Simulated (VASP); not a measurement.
# CaB3 (P6/mmm) in VASP: a series of runs

CaB3 is run at these levels: PBE; tasks: relaxation of cell and atoms, single point.

All numbers are computed with VASP 6.6.1; they aren't measurements. Logs are shortened: lines on timing, memory, paths and dates and some standing lists are left out, and cuts for length are marked.

## (1) The cell of the first run

Symmetry: P6/mmm, No. 191, hexagonal system. The conventional cell has a = 5.017 Å, b = 5.017 Å, c = 4.695 Å, α = 90.00°, β = 90.00°, γ = 120.00°. Within 3.5 Å of Ca (site symmetry -6m2) lie 18 B at 2.63 to 3.45 Å and 3 Ca at 2.90 Å. Within 2.3 Å of B (site symmetry mm2) lie 4 B at 1.71 to 2.06 Å.

The cell was generated, and may not be a known phase.

## (2) Relaxation of cell and atoms, PBE

INCAR reads:

```
SYSTEM = CaB3
  PREC = Accurate
  ENCUT = 600
  EDIFF = 1E-6
  ISMEAR = 0
  SIGMA = 0.1
  LREAL = .False.
  LASPH = .True.
  NELM = 100
  ALGO = Normal
  ISIF = 3
  LWAVE = .False.
  LCHARG = .False.
  GGA = PE
  IBRION = 2
  NSW = 90
  EDIFFG = -0.04
```

KPOINTS reads:

```
regular mesh
0
Gamma
  6 6 4
  0 0 0
```

POSCAR reads:

```
CaB3
1.0
    5.0167656170      0.0000000000      0.0000000000
   -2.5083828085      4.3446464691      0.0000000000
    0.0000000000      0.0000000000      4.6946333020
Ca B
2 6
Direct
    0.3333333333      0.6666666667      0.0000000000
    0.6666666667      0.3333333333      0.0000000000
    0.8033549307      0.1966450693      0.5000000000
    0.8033549307      0.6067098613      0.5000000000
    0.3932901387      0.1966450693      0.5000000000
    0.1966450693      0.8033549307      0.5000000000
    0.1966450693      0.3932901387      0.5000000000
    0.6067098613      0.8033549307      0.5000000000
```

Potentials or basis: VASP PAW PBE potentials, release 64 (Ca_sv, B).

On the command line:

```sh
> cat potpaw_PBE.64/Ca_sv/POTCAR potpaw_PBE.64/B/POTCAR > POTCAR
> mpirun -np 1 vasp_std > vasp.out
```

OUTCAR:

```text
SYSTEM = CaB3
   PREC = Accurate
   ENCUT = 600
   EDIFF = 1E-6
   ISMEAR = 0
   LREAL = .False.
   LASPH = .True.
   NELM = 100
   ISIF = 3
   GGA = PE
   IBRION = 2
   NSW = 90
   EDIFFG = -0.04

 ion  position               nearest neighbor table
   1  0.333  0.667  0.000-   7 2.63   7 2.63   8 2.63   6 2.63   6 2.63   8 2.63   2 2.90   2 2.90
                             2 2.90
   2  0.667  0.333  0.000-   4 2.63   4 2.63   5 2.63   3 2.63   3 2.63   5 2.63   1 2.90   1 2.90
                             1 2.90
   3  0.803  0.197  0.500-   8 1.71   7 1.71   4 2.06   5 2.06   2 2.63   2 2.63
   4  0.803  0.607  0.500-   6 1.71   8 1.71   3 2.06   5 2.06   2 2.63   2 2.63
   5  0.393  0.197  0.500-   6 1.71   7 1.71   4 2.06   3 2.06   2 2.63   2 2.63
   6  0.197  0.803  0.500-   5 1.71   4 1.71   7 2.06   8 2.06   1 2.63   1 2.63
   7  0.197  0.393  0.500-   3 1.71   5 1.71   6 2.06   8 2.06   1 2.63   1 2.63
   8  0.607  0.803  0.500-   3 1.71   4 1.71   7 2.06   6 2.06   1 2.63   1 2.63

  LATTYP: Found a hexagonal cell.
 ALAT       =     5.0167656170
 C/A-ratio  =     0.9357888449

  Lattice vectors:

 A1 = (   5.0167656170,   0.0000000000,   0.0000000000)
 A2 = (  -2.5083828085,   4.3446464691,   0.0000000000)
 A3 = (   0.0000000000,   0.0000000000,   4.6946333020)

Analysis of symmetry for initial positions (statically):
=====================================================================
 Subroutine PRICEL returns:
 Original cell was already a primitive cell.

 Routine SETGRP: Setting up the symmetry group for a
 hexagonal supercell.

 Subroutine GETGRP returns: Found 24 space group operations
 (whereof 24 operations were pure point group operations)
 out of a pool of 24 trial point group operations.

The static configuration has the point symmetry D_6h.

Analysis of symmetry for dynamics (positions and initial velocities):
=====================================================================
 Subroutine PRICEL returns:
 Original cell was already a primitive cell.

 Routine SETGRP: Setting up the symmetry group for a
 hexagonal supercell.

 Subroutine GETGRP returns: Found 24 space group operations
 (whereof 24 operations were pure point group operations)
 out of a pool of 24 trial point group operations.

The dynamic configuration has the point symmetry D_6h.

 Subroutine INISYM returns: Found 24 space group operations
 (whereof 24 operations are pure point group operations),
 and found     1 'primitive' translations

----------------------------------------------------------------------------------------
[... 91 lines left out ...]
 SYSTEM =  CaB3
   PREC   = accura    normal or accurate (medium, high low for compatibility)
   ISTART =      0    job   : 0-new  1-cont  2-samecut
   ICHARG =      2    charge: 1-file 2-atom 10-const
   ISPIN  =      1    spin polarized calculation?
   LNONCOLLINEAR =      F non collinear calculations
   LSORBIT =      F    spin-orbit coupling
   LASPH  =      T    aspherical Exc in radial PAW
   ENCUT  =  600.0 eV  44.10 Ry    6.64 a.u.  10.02 10.02  9.38*2*pi/ulx,y,z
   NELM   =    100;   NELMIN=  2; NELMDL= -5     # of ELM steps
   EDIFF  = 0.1E-05   stopping-criterion for ELM
   LREAL  =      F    real-space projection
   EDIFFG = -.4E-01   stopping-criterion for IOM
   NSW    =     90    number of steps for IOM
   IBRION =      2    ionic relax: 0-MD 1-quasi-New 2-CG
   NFREE  =      1    steps in history (QN), initial steepest desc. (CG)
   ISIF   =      3    stress and relaxation
   ISYM   =      2    0-nonsym 1-usesym 2-fastsym
   POTIM  = 0.5000    time-step for ionic-motion
   TEBEG  =    0.0;   TEEND  =   0.0 temperature during run
   PSTRESS=    0.0 pullay stress
   NELECT =      38.0000    total number of electrons
   NUPDOWN=      -1.0000    fix difference up-down
   EMIN   =  10.00;   EMAX   =-10.00  energy-range for DOS
   EFERMI =   0.00;   METHOD = LEGACY
   ISMEAR =     0;   SIGMA  =   0.10  broadening in eV -4-tet -1-fermi 0-gaus
   EFERMI_NEDOS =   21; number of points for ismear=-14 and -15
   IALGO  =     38    algorithm
   IMIX   =      4    mixing-type and parameters
     AMIX     =   0.40;   BMIX     =  1.00
     AMIX_MAG =   1.60;   BMIX_MAG =  1.00
  volume/ion in A,a.u.               =      12.79        86.32
  Fermi-wavevector in a.u.,A,eV,Ry     =   1.176728  2.223693 18.839832  1.384689
  Thomas-Fermi vector in A             =   2.313087
   LORBIT       =      0    0 simple, 1 ext, 2 COOP (PROOUT), +10 PAW based schemes
   GGA     = PE    functional components
   LHFCALC =     F    Hartree Fock is set to
   AEXX    =    0.0000 exact exchange contribution
   IVDW    =     0    specifies the selected vdW correction
   LEPSILON=     F    determine dielectric tensor
   LRPA    =     F    only Hartree local field effects (RPA)
 conjugate gradient relaxation of ions
 non-spin polarized calculation
 Gauss-broadening in eV      SIGMA  =   0.10
  energy-cutoff  :      600.00
  volume of cell :      102.32
 maximum number of plane-waves:      3462
   NGX = 21   NGY = 21   NGZ = 19

--------------------------------------- Ionic step        1  -------------------------------------------

 number of electron      38.0000000 magnetization

 Free energy of the ion-electron system (eV)
  ---------------------------------------------------
  ext. energy  EPLUGINS =         0.00000000
  ---------------------------------------------------
  free energy    TOTEN  =       -39.56348471 eV

  energy without entropy =      -39.55865184  energy(sigma->0) =      -39.56106828

------------------------ aborting loop because EDIFF is reached ----------------------------------------

  FORCE on cell =-STRESS in cart. coord.  units (eV):
  Direction    XX          YY          ZZ          XY          YZ          ZX
  --------------------------------------------------------------------------------------
  -------------------------------------------------------------------------------------
  Total       -0.9420840     -0.9420840      1.1389880      0.0000000      0.0000000      0.0000000
  in kB      -14.7509605    -14.7509605     17.8340420      0.0000000      0.0000000      0.0000000
  external PRESSURE =      -3.8892930 kB  Pullay stress =       0.0000000 kB
[... 197 lines left out ...]
--------------------------------------- Ionic step        6  -------------------------------------------

 number of electron      38.0000003 magnetization

 Free energy of the ion-electron system (eV)
  ---------------------------------------------------
  ext. energy  EPLUGINS =         0.00000000
  ---------------------------------------------------
  free energy    TOTEN  =       -39.65366235 eV

  energy without entropy =      -39.64405622  energy(sigma->0) =      -39.64885928

 E-fermi :   4.7198     XC(G=0): -10.1489

 val. band max:        4.7048048534   @ k =   0.1667   0.1667   0.0000
 cond. band min:       4.7590056872   @ k =   0.0000   0.0000   0.5000
 fundamental gap:      0.0542008338
 Fermi energy:         4.7197574584

 k-point     1 :       0.0000    0.0000    0.0000
  band No.  band energies     occupation
      1     -36.9893      2.00000
      2     -36.6874      2.00000
      3     -18.4924      2.00000
      4     -18.4924      2.00000
      5     -17.8945      2.00000
      6     -17.6556      2.00000
[... 591 lines left out ...]
  FREE ENERGIE OF THE ION-ELECTRON SYSTEM (eV)
  ---------------------------------------------------
  free  energy   TOTEN  =       -39.6536623505 eV

  energy  without entropy=      -39.6440562160  energy(sigma->0) =      -39.64885928

 reached required accuracy - stopping structural energy minimisation
```

It took 6.3 min on 1 thread of Oxide Virtual Turin-like, shared host; peak memory 0.24 GiB.

Results:

* Free energy: -39.6537 eV
* Relaxed volume: 12.67 Å³/atom
* Relaxed cell: a = 4.901 Å, b = 4.901 Å, c = 4.872 Å, α = 90.00°, β = 90.00°, γ = 120.00°
* Space group after relaxing (to 0.1 Å): P6/mmm (No. 191)
* Energy gained by relaxing: 11.3 meV/atom
* Ionic steps: 6
* Pressure after relaxing: -0.3 GPa
* Largest force after relaxing: 0.015 eV/Å
* Band gap on the k mesh: zero (bands 19 and 20 overlap by 0.70 eV)

Forces on the atoms (eV/Å):
```
Ca   0.000  0.000  0.000
Ca   0.000  0.000  0.000
B   -0.013  0.008  0.000
B    0.000 -0.015  0.000
B    0.013  0.008  0.000
B    0.013 -0.008  0.000
B    0.000  0.015  0.000
B   -0.013 -0.008  0.000
```

Step by step:
| step | energy change (eV) | largest force (eV/Å) | pressure (GPa) | volume (Å³) |
| --- | --- | --- | --- | --- |
| 1 | 0.0000 | 0.2998 | -0.39 | 102.32 |
| 2 | -0.0320 | 0.1675 | -0.18 | 101.86 |
| 3 | -0.0543 | 0.1702 | -0.15 | 101.36 |
| 4 | -0.0885 | 0.0210 | 0.56 | 100.35 |
| 5 | -0.0884 | 0.0425 | 0.62 | 100.29 |
| 6 | -0.0902 | 0.0152 | -0.29 | 101.36 |

Final structure:
```
CELL_PARAMETERS angstrom
4.90106 0.00000 0.00000
-2.45053 4.24444 0.00000
0.00000 0.00000 4.87250
ATOMIC_POSITIONS crystal
Ca 0.33333 0.66667 0.00000
Ca 0.66667 0.33333 0.00000
B 0.79627 0.20373 0.50000
B 0.79627 0.59254 0.50000
B 0.40746 0.20373 0.50000
B 0.20373 0.79627 0.50000
B 0.20373 0.40746 0.50000
B 0.59254 0.79627 0.50000
```

Levels at points of the mesh, in eV from the Fermi level:
```
           k point  band 17  band 18  band 19  band 20  band 21  band 22
(0.00, 0.00, 0.00)    -0.85    -0.20    -0.20     0.40     0.40     1.76
(0.50, 0.00, 0.00)    -2.60    -1.58    -0.98     0.69     1.07     1.12
(0.00, 0.00, 0.50)    -0.16    -0.16    -0.16     0.04     1.48     1.48
(0.50, 0.00, 0.50)    -2.44    -1.04    -1.03    -0.40     1.34     1.36
```

## (3) Single point, PBE

This run uses another cell than the first one, of 12.60 Å³/atom.

INCAR reads:

```
SYSTEM = CaB3
PREC = Accurate
ENCUT = 520
EDIFF = 1E-6
ISMEAR = 0
SIGMA = 0.1
LREAL = .False.
LASPH = .True.
NELM = 100
ALGO = Normal
ISIF = 2
LWAVE = .False.
LCHARG = .True.
GGA = PE
LELF = .True.
LVHAR = .True.
NBANDS = 29
```

KPOINTS reads:

```
regular mesh
0
Gamma
  12 12 8
  0 0 0
```

POSCAR reads:

```
CaB3
1.0
    4.8993119380      0.0000000000      0.0000000000
   -2.4496559690      4.2429285993      0.0000000000
    0.0000000000      0.0000000000      4.8506198173
Ca B
2 6
Direct
    0.3333333333      0.6666666667      0.0000000000
    0.6666666667      0.3333333333      0.0000000000
    0.7963169471      0.2036830529      0.5000000000
    0.7963169471      0.5926338942      0.5000000000
    0.4073661058      0.2036830529      0.5000000000
    0.2036830529      0.7963169471      0.5000000000
    0.2036830529      0.4073661058      0.5000000000
    0.5926338942      0.7963169471      0.5000000000
```

Potentials or basis: VASP PAW PBE potentials, release 64 (Ca_sv, B).

On the command line:

```sh
> cat potpaw_PBE.64/Ca_sv/POTCAR potpaw_PBE.64/B/POTCAR > POTCAR
> mpirun -np 1 vasp_std > vasp.out
```

OUTCAR:

```text
SYSTEM = CaB3
   PREC = Accurate
   ENCUT = 520
   EDIFF = 1E-6
   ISMEAR = 0
   LREAL = .False.
   LASPH = .True.
   NELM = 100
   ISIF = 2
   GGA = PE

 ion  position               nearest neighbor table
   1  0.333  0.667  0.000-   6 2.66   6 2.66   7 2.66   7 2.66   8 2.66   8 2.66   2 2.83   2 2.83
                             2 2.83
   2  0.667  0.333  0.000-   3 2.66   3 2.66   4 2.66   4 2.66   5 2.66   5 2.66   1 2.83   1 2.83
                             1 2.83
   3  0.796  0.204  0.500-   8 1.73   7 1.73   4 1.91   5 1.91   2 2.66   2 2.66
   4  0.796  0.593  0.500-   6 1.73   8 1.73   3 1.91   5 1.91   2 2.66   2 2.66
   5  0.407  0.204  0.500-   6 1.73   7 1.73   4 1.91   3 1.91   2 2.66   2 2.66
   6  0.204  0.796  0.500-   5 1.73   4 1.73   7 1.91   8 1.91   1 2.66   1 2.66
   7  0.204  0.407  0.500-   3 1.73   5 1.73   6 1.91   8 1.91   1 2.66   1 2.66
   8  0.593  0.796  0.500-   3 1.73   4 1.73   7 1.91   6 1.91   1 2.66   1 2.66

  LATTYP: Found a hexagonal cell.
 ALAT       =     4.8993119380
 C/A-ratio  =     0.9900614369

  Lattice vectors:

 A1 = (   4.8993119380,   0.0000000000,   0.0000000000)
 A2 = (  -2.4496559690,   4.2429285993,   0.0000000000)
 A3 = (   0.0000000000,   0.0000000000,   4.8506198173)

Analysis of symmetry for initial positions (statically):
=====================================================================
 Subroutine PRICEL returns:
 Original cell was already a primitive cell.

 Routine SETGRP: Setting up the symmetry group for a
 hexagonal supercell.

 Subroutine GETGRP returns: Found 24 space group operations
 (whereof 24 operations were pure point group operations)
 out of a pool of 24 trial point group operations.

The static configuration has the point symmetry D_6h.

Analysis of symmetry for dynamics (positions and initial velocities):
=====================================================================
 Subroutine PRICEL returns:
 Original cell was already a primitive cell.
[... 144 lines left out ...]
   LORBIT       =      0    0 simple, 1 ext, 2 COOP (PROOUT), +10 PAW based schemes
   GGA     = PE    functional components
   LHFCALC =     F    Hartree Fock is set to
   AEXX    =    0.0000 exact exchange contribution
   IVDW    =     0    specifies the selected vdW correction
   LEPSILON=     F    determine dielectric tensor
   LRPA    =     F    only Hartree local field effects (RPA)
 non-spin polarized calculation
 Gauss-broadening in eV      SIGMA  =   0.10
  energy-cutoff  :      520.00
  volume of cell :      100.83
 maximum number of plane-waves:      2736
   NGX = 19   NGY = 19   NGZ = 19

 number of electron      37.9999998 magnetization

 Free energy of the ion-electron system (eV)
  ---------------------------------------------------
  ext. energy  EPLUGINS =         0.00000000
  ---------------------------------------------------
  free energy    TOTEN  =       -39.64103375 eV

  energy without entropy =      -39.62758885  energy(sigma->0) =      -39.63431130

 E-fermi :   4.8023     XC(G=0): -10.1686

 val. band max:        4.8013317816   @ k =   0.2500   0.0833   0.3750
 cond. band min:       4.8114984842   @ k =   0.0000   0.0000   0.2500
 fundamental gap:      0.0101667025
 Fermi energy:         4.8022893841

 k-point     1 :       0.0000    0.0000    0.0000
  band No.  band energies     occupation
      1     -36.9162      2.00000
      2     -36.6130      2.00000
      3     -18.4213      2.00000
      4     -18.4213      2.00000
      5     -17.8300      2.00000
      6     -17.5814      2.00000
[... 757 lines left out ...]
     28       8.7374      0.00000
     29       9.8492      0.00000

 [... further k-points ...]

------------------------ aborting loop because EDIFF is reached ----------------------------------------

  FORCE on cell =-STRESS in cart. coord.  units (eV):
  Direction    XX          YY          ZZ          XY          YZ          ZX
  --------------------------------------------------------------------------------------
  -------------------------------------------------------------------------------------
  Total        0.0325545      0.0325545      0.1918697      0.0000000      0.0000000     -0.0000000
  in kB        0.5172778      0.5172778      3.0487301      0.0000000      0.0000000     -0.0000000
  external PRESSURE =       1.3610952 kB  Pullay stress =       0.0000000 kB

 VOLUME and BASIS-vectors are now :
 -----------------------------------------------------------------------------
  energy-cutoff  :      520.00
  volume of cell :      100.83
      direct lattice vectors                 reciprocal lattice vectors
     4.899311938  0.000000000  0.000000000     0.204110294  0.117843133  0.000000000
    -2.449655969  4.242928599  0.000000000     0.000000000  0.235686266  0.000000000
     0.000000000  0.000000000  4.850619817     0.000000000  0.000000000  0.206159220

 POSITION                                       TOTAL-FORCE (eV/Angst)
 -----------------------------------------------------------------------------------
     -0.00000      2.82862      0.00000         0.000000     -0.000000      0.000000
      2.44966      1.41431      0.00000        -0.000000      0.000000      0.000000
      3.40245      0.86421      2.42531        -0.004177      0.002412      0.000000
      2.44966      2.51450      2.42531         0.000000     -0.004824     -0.000000
      1.49686      0.86421      2.42531         0.004177      0.002412      0.000000
     -0.95280      3.37872      2.42531         0.004177     -0.002412     -0.000000
     -0.00000      1.72843      2.42531         0.000000      0.004824      0.000000
      0.95280      3.37872      2.42531        -0.004177     -0.002412     -0.000000
 -----------------------------------------------------------------------------------
    total drift:                               -0.000000      0.000000      0.000000

  FREE ENERGIE OF THE ION-ELECTRON SYSTEM (eV)
  ---------------------------------------------------
  free  energy   TOTEN  =       -39.6410337467 eV

  energy  without entropy=      -39.6275888550  energy(sigma->0) =      -39.63431130
```

OSZICAR:

```text
N       E                     dE             d eps       ncg     rms          rms(c)
DAV:   1     0.277054471577E+03    0.27705E+03   -0.18253E+04  5518   0.124E+03
DAV:   2    -0.233399948869E+02   -0.30039E+03   -0.29135E+03  6170   0.338E+02
DAV:   3    -0.429658876379E+02   -0.19626E+02   -0.19272E+02  8946   0.729E+01
DAV:   4    -0.439361781727E+02   -0.97029E+00   -0.96519E+00  8437   0.132E+01
DAV:   5    -0.439689944420E+02   -0.32816E-01   -0.32812E-01  7918   0.187E+00    0.100E+01
DAV:   6    -0.398832852467E+02    0.40857E+01   -0.10041E+01  6706   0.921E+00    0.421E+00
DAV:   7    -0.396793579838E+02    0.20393E+00   -0.18274E+00  7803   0.439E+00    0.155E+00
DAV:   8    -0.397232379705E+02   -0.43880E-01   -0.10045E+00  6968   0.421E+00    0.142E+00
DAV:   9    -0.396423265782E+02    0.80911E-01   -0.24510E-01  6856   0.171E+00    0.317E-01
DAV:  10    -0.396417135731E+02    0.61301E-03   -0.93592E-03  8208   0.510E-01    0.140E-01
DAV:  11    -0.396410379786E+02    0.67559E-03   -0.34602E-03  8933   0.254E-01    0.556E-02
DAV:  12    -0.396411270122E+02   -0.89034E-04   -0.13253E-03  7410   0.122E-01    0.489E-02
DAV:  13    -0.396410331944E+02    0.93818E-04   -0.54030E-04  7457   0.850E-02    0.555E-03
DAV:  14    -0.396410346755E+02   -0.14811E-05   -0.12513E-05  7264   0.192E-02    0.530E-03
DAV:  15    -0.396410337467E+02    0.92878E-06   -0.16060E-06  4974   0.855E-03
   1 F= -.39641034E+02 E0= -.39634311E+02  d E =-.134449E-01
```

It took 7 min on 1 thread of Oxide Virtual Turin-like, shared host; peak memory 0.32 GiB.

What came out:

```
Free energy            : -39.6410 eV
Pressure               : 0.1 GPa
Largest force          : 0.005 eV/Å
Band gap on the k mesh : zero (bands 19 and 20 overlap by 0.91 eV)
```

Forces in eV/Å, atoms in the order of the input:
```
Ca   0.000  0.000  0.000
Ca   0.000  0.000  0.000
B   -0.004  0.002  0.000
B    0.000 -0.005  0.000
B    0.004  0.002  0.000
B    0.004 -0.002  0.000
B    0.000  0.005  0.000
B   -0.004 -0.002  0.000
```

Stress tensor (GPa, compression positive):
```
0.05 0.00 0.00
0.00 0.05 0.00
0.00 0.00 0.30
```

Levels at points of the mesh, in eV from the Fermi level:
| k point | band 15 | band 16 | band 17 | band 18 | band 19 | band 20 | band 21 | band 22 | band 23 | band 24 |
| --- | --- | --- | --- | --- | --- | --- | --- | --- | --- | --- |
| (0.00, 0.00, 0.00) | -5.52 | -4.58 | -0.85 | -0.27 | -0.27 | 0.33 | 0.33 | 1.69 | 2.20 | 2.23 |
| (0.50, 0.00, 0.00) | -3.25 | -3.23 | -2.67 | -1.65 | -1.05 | 0.68 | 1.03 | 1.11 | 1.68 | 2.08 |
| (0.00, 0.00, 0.50) | -5.50 | -5.48 | -0.22 | -0.22 | -0.18 | -0.01 | 1.44 | 1.44 | 1.71 | 2.73 |
| (0.50, 0.00, 0.50) | -3.34 | -3.09 | -2.51 | -1.11 | -1.08 | -0.46 | 1.32 | 1.33 | 1.56 | 1.96 |

The gap in the log of VASP goes by the Fermi energy; the results here count the filled bands.